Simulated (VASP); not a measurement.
# AlN (P1) in VASP: further runs, part 2 of 2

VASP 6.6.1. Earlier steps stand in the parts before.

### 3 Single point, PBE (atoms moved at random and the cell strained at random)

INCAR reads:

```
SYSTEM = AlN
ALGO = Normal
EDIFF = 1E-6
ENCUT = 520
GGA = PE
ISIF = 2
ISMEAR = 0
LASPH = .True.
LCHARG = .False.
LREAL = .False.
LWAVE = .False.
NBANDS = 11
NELM = 100
PREC = Accurate
SIGMA = 0.02
```

KPOINTS reads:

```
k-points
0
Gamma
  10 10 10
  0 0 0
```

POSCAR reads:

```
AlN
1.0
    0.0022379698      1.9413777660      1.9698203276
    1.9760662979      0.0001424163      1.9719158811
    1.9700848149      1.9374918366      0.0061238992
Al N
1 1
Direct
    0.4953256742      0.4114384832      0.5086212066
    0.0046743258      0.0885615168     -0.0086212066
```

Potentials or basis: VASP PAW PBE potentials, release 64 (Al, N).

The run is started by

```bash
$ cat potpaw_PBE.64/Al/POTCAR potpaw_PBE.64/N/POTCAR > POTCAR
$ mpirun -np 1 vasp_std > vasp.out
```

OUTCAR:

```text
SYSTEM = AlN
   EDIFF = 1E-6
   ENCUT = 520
   GGA = PE
   ISIF = 2
   ISMEAR = 0
   LASPH = .True.
   LREAL = .False.
   NELM = 100
   PREC = Accurate

 ion  position               nearest neighbor table
   1  0.495  0.411  0.509-   2 1.63   2 1.70   2 1.98   2 2.01   2 2.32   2 2.36
   2  0.005  0.089  0.991-   1 1.63   1 1.70   1 1.98   1 2.01   1 2.32   1 2.36

  LATTYP: Found a triclinic cell.
 ALAT       =     2.7600175127
 B/A-ratio  =     1.4259412979
 C/A-ratio  =     1.0030605915
 COS(alpha) =     0.0015282368
 COS(beta)  =     0.4942771133
 COS(gamma) =     0.7115230809

  Lattice vectors:

 A1 = (  -0.0059814830,   1.9373494203,  -1.9657919819)
 A2 = (  -0.0082194528,  -0.0040283457,  -3.9356123095)
 A3 = (  -1.9738283281,   1.9412353497,  -0.0020955535)

Analysis of symmetry for initial positions (statically):
=====================================================================
 Subroutine PRICEL returns:
 Original cell was already a primitive cell.

 Routine SETGRP: Setting up the symmetry group for a
 triclinic supercell.

 Subroutine GETGRP returns: Found  1 space group operations
 (whereof  1 operations were pure point group operations)
 out of a pool of  2 trial point group operations.

The static configuration has the point symmetry C_1 .

Analysis of symmetry for dynamics (positions and initial velocities):
=====================================================================
 Subroutine PRICEL returns:
 Original cell was already a primitive cell.

 Routine SETGRP: Setting up the symmetry group for a
 triclinic supercell.

 Subroutine GETGRP returns: Found  1 space group operations
 (whereof  1 operations were pure point group operations)
 out of a pool of  2 trial point group operations.

The dynamic configuration has the point symmetry C_1 .

 Subroutine INISYM returns: Found  1 space group operations
 (whereof  1 operations are pure point group operations),
 and found     1 'primitive' translations

[... 122 lines left out ...]
   IVDW    =     0    specifies the selected vdW correction
   LEPSILON=     F    determine dielectric tensor
   LRPA    =     F    only Hartree local field effects (RPA)
 non-spin polarized calculation
 Gauss-broadening in eV      SIGMA  =   0.02
  energy-cutoff  :      520.00
  volume of cell :       15.05
 maximum number of plane-waves:       421
 NGX is ok and might be reduce to    24
   NGX = 11   NGY = 11   NGZ = 11

 number of electron       8.0000000 magnetization

 Free energy of the ion-electron system (eV)
  ---------------------------------------------------
  ext. energy  EPLUGINS =         0.00000000
  ---------------------------------------------------
  free energy    TOTEN  =       -12.94812508 eV

  energy without entropy =      -12.94812508  energy(sigma->0) =      -12.94812508

 E-fermi :  11.1897     XC(G=0): -12.6300

 val. band max:       11.0337559634   @ k =  -0.1000  -0.0000   0.1000
 cond. band min:      15.2937500632   @ k =   0.5000  -0.0000   0.5000
 fundamental gap:      4.2599940998
 Fermi energy:        11.1897159998

 k-point     1 :       0.0000    0.0000    0.0000
  band No.  band energies     occupation
      1      -7.2967      2.00000
      2      10.1787      2.00000
      3      10.8457      2.00000
      4      10.9071      2.00000
      5      17.3790      0.00000
      6      23.5252      0.00000
      7      24.8536      0.00000
      8      24.9765      0.00000
      9      27.9939      0.00000
     10      29.9317      0.00000
     11      30.5272      0.00000
[... 309 lines left out ...]
 k-point    24 :      -0.3000    0.2000   -0.0000
  band No.  band energies     occupation
      1      -4.1575      2.00000
      2       4.1381      2.00000
      3       7.3847      2.00000
      4       9.8277      2.00000
      5      19.6239      0.00000
      6      20.6225      0.00000
      7      23.0639      0.00000
      8      25.5768      0.00000
      9      29.3626      0.00000
     10      32.3835      0.00000
     11      34.0222      0.00000

 [... further k-points ...]

------------------------ aborting loop because EDIFF is reached ----------------------------------------

  FORCE on cell =-STRESS in cart. coord.  units (eV):
  Direction    XX          YY          ZZ          XY          YZ          ZX
  --------------------------------------------------------------------------------------
  -------------------------------------------------------------------------------------
  Total        9.0224066      2.4370615     12.3729353      0.1059918      0.0276767     -2.7246640
  in kB      960.4324722    259.4244662   1317.0952471     11.2828001      2.9461793   -290.0396669
  external PRESSURE =     845.6507285 kB  Pullay stress =       0.0000000 kB

 VOLUME and BASIS-vectors are now :
 -----------------------------------------------------------------------------
  energy-cutoff  :      520.00
  volume of cell :       15.05
      direct lattice vectors                 reciprocal lattice vectors
     0.002237970  1.941377766  1.969820328    -0.253841148  0.257307374  0.254356840
     1.976066298  0.000142416  1.971915881     0.252781550 -0.257836182  0.253826050
     1.970084815  1.937491837  0.006123899     0.254331684  0.258326717 -0.254885649

 POSITION                                       TOTAL-FORCE (eV/Angst)
 -----------------------------------------------------------------------------------
      1.81617      1.94712      1.79014         3.171975     -0.021799      5.760378
      2.12811      1.92988      0.18991        -3.171975      0.021799     -5.760378
 -----------------------------------------------------------------------------------
    total drift:                               -0.000019     -0.000007     -0.000049

  FREE ENERGIE OF THE ION-ELECTRON SYSTEM (eV)
  ---------------------------------------------------
  free  energy   TOTEN  =       -12.9481250774 eV

  energy  without entropy=      -12.9481250774  energy(sigma->0) =      -12.94812508
```

Run time: 60 s. Hardware: 1 thread of Intel Xeon Platinum 8488C (Sapphire Rapids), shared host; peak memory 0.2 GiB.

What came out:

- Free energy: -12.9481 eV
- Pressure: 84.6 GPa
- Largest force: 6.576 eV/Å
- Band gap on the k mesh: 4.26 eV, indirect (least direct gap 6.47 eV)

Forces in eV/Å, atoms in the order of the input:
```
Al   3.172 -0.022  5.760
N   -3.172  0.022 -5.760
```

Levels at points of the mesh, in eV from the valence-band top:
| k point | band 1 | band 2 | band 3 | band 4 | band 5 | band 6 | band 7 | band 8 | band 9 |
| --- | --- | --- | --- | --- | --- | --- | --- | --- | --- |
| (0.00, 0.00, 0.00) | -18.33 | -0.86 | -0.19 | -0.13 | 6.35 | 12.49 | 13.82 | 13.94 | 16.96 |
| (0.50, 0.00, 0.00) | -14.86 | -8.79 | -1.25 | -0.77 | 6.12 | 10.65 | 12.34 | 15.67 | 16.07 |
| (0.00, 0.50, 0.00) | -14.87 | -8.71 | -1.92 | -1.01 | 7.11 | 11.49 | 11.83 | 14.53 | 17.42 |
| (0.50, 0.50, 0.00) | -13.88 | -7.65 | -3.07 | -2.82 | 4.79 | 5.52 | 14.68 | 19.28 | 19.43 |
| (0.00, 0.00, 0.50) | -14.83 | -8.76 | -1.30 | -0.79 | 6.07 | 10.62 | 12.27 | 15.69 | 16.04 |
| (0.50, 0.00, 0.50) | -13.65 | -7.79 | -3.53 | -2.89 | 4.26 | 6.13 | 15.55 | 17.45 | 20.62 |
| (0.00, 0.50, 0.50) | -13.86 | -7.75 | -3.09 | -2.81 | 4.79 | 5.60 | 14.87 | 19.16 | 19.40 |
| (0.50, 0.50, 0.50) | -14.87 | -8.72 | -1.91 | -0.93 | 7.02 | 11.39 | 11.81 | 14.72 | 17.32 |

Caveat: the cell differs from its parent crystal (atoms moved at random and the cell strained at random); forces of over 1 eV/Å act on the atoms, so gaps and moduli don't describe the material at rest. A k mesh can miss the band edges.
